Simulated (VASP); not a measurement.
A run of VASP 6.6.1 is set up as follows.

File INCAR:

```
SYSTEM = Cu
PREC     = Accurate       ! precision mode
ENCUT    = 520            ! plane-wave cutoff, eV
EDIFF    = 1E-6           ! SCF threshold, eV
ISMEAR   = -1             ! smearing method
SIGMA    = 0.05           ! smearing width, eV
LREAL    = .False.        ! projectors in reciprocal space
LASPH    = .True.         ! aspherical terms in the spheres
NELM     = 60             ! most SCF steps
ALGO     = Fast           ! electronic algorithm
ISIF     = 2              ! what is computed and relaxed
LWAVE    = .False.        ! write WAVECAR
LCHARG   = .True.         ! write CHGCAR
GGA      = PE             ! functional
LELF     = .True.         ! ELF
LVHAR    = .True.       
NBANDS   = 18             ! bands
```

File KPOINTS:

```
Automatic mesh
0
Gamma
  11 11 11
  0 0 0
```

The input POSCAR:

```
Cu
1.0
    1.2184636900     -3.9763780104      0.0000000000
    1.2184636900      3.9763780104      0.0000000000
    0.0000000000      0.0000000000      2.4754955235
Cu
2
Direct
    0.8661333500      0.1338666500      0.7500000000
    0.1338666500      0.8661333500      0.2500000000
```

Potentials or basis: VASP PAW PBE potentials, release 64 (Cu).

The run is started by

```console
$ cat potpaw_PBE.64/Cu/POTCAR > POTCAR
$ mpirun -np 1 vasp_std > vasp.out
```

(1) Predict the band gap on the k mesh.

(2) Estimate the largest force.

Answers

(1) zero (band 11 reaches 11.23 eV, above the bottom of band 12 at 5.76 eV).

(2) 0.053 eV/Å.
